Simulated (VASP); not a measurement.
Rb, 1 atom in the cell. Symmetry: I4/mmm, No. 139, tetragonal system. The conventional cell has a = 5.909 Å, b = 5.909 Å, c = 5.462 Å, α = 90.00°, β = 90.00°, γ = 90.00°. 

| Item | Value |
| --- | --- |
| Program | VASP 6.6.1 |
| Task | single point |
| Functional | PBE |
| Potentials or basis | VASP PAW PBE potentials, release 64 (Rb_sv) |
| Cutoff | 520 eV |
| k mesh | 3 × 3 × 3 |
| Occupations | methfessel-paxton, width 0.05 eV |
| Spin | no spin polarisation |
| Dipole correction | no |
| Further INCAR settings | ALGO = Normal; EDIFF = 1e-06; NBANDS = 10 |

Potentials or basis: VASP PAW PBE potentials, release 64 (Rb_sv).

Run with:

```sh
$ cat potpaw_PBE.64/Rb_sv/POTCAR > POTCAR
$ mpirun -np 1 vasp_std > vasp.out
```

Hardware: 1 thread of Intel Xeon 6975P-C (shared host).

How long does it take, and how much memory?

Run time: 6.4 s on 1 thread of Intel Xeon 6975P-C (shared host), peak memory 0.22 GiB. Counts: scf iterations 10, k points 6.
